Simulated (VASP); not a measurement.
Runs of VASP 6.6.1 on Ga. The structure is that of space group I4/mmm (No. 139), or close to it. The cells are those of the table. 

```tsv
task	cell	cutoff (eV)	gap on the mesh (eV)	pressure (GPa)
electric field gradients	a = 3.025 Å, angles 122.9, 122.9, 85.1°, 1 atom	520	none	(a)
electric field gradients	a = 3.034 Å, angles 123.9, 123.9, 83.4°, 1 atom	520	none	1.3
electric field gradients	a = 2.935 Å, angles 123.9, 123.9, 83.4°, 1 atom	520	none	8.4
electric field gradients	a = 3.019 Å, angles 124.6, 124.6, 82.3°, 1 atom	520	none	(b)
electric field gradients	a = 2.959 Å, angles 124.6, 124.6, 82.2°, 1 atom	400	none	7.0
electric field gradients	a = 2.998 Å, angles 123.5, 123.5, 84.0°, 1 atom	400	none	2.6
single point	a = 3.034 Å, angles 123.9, 123.9, 83.4°, 1 atom	520	none	1.3
electric field gradients	a = 2.945 Å, angles 123.9, 123.9, 83.4°, 1 atom	400	none	7.0
electric field gradients	a = 2.975 Å, angles 123.9, 123.9, 83.4°, 1 atom	400	none	4.7
single point	a = 2.995 Å, angles 123.9, 123.9, 83.4°, 1 atom	500	none	3.7
```

Alike in all rows: level PBE; potentials or basis VASP PAW PBE potentials, release 64 (Ga_d); no spin polarisation; k mesh 14 × 14 × 16; smearing fermi-dirac 0.05 eV.

Question: Estimate the missing entries.

Answer: (a) 0.8; (b) 3.1.

Caveats: the cell stands under pressure (at least some runs).

A k mesh can miss the band edges, and the runs leave out spin-orbit coupling on Ga.

A gap of «none» marks levels without a gap at the run's occupations.
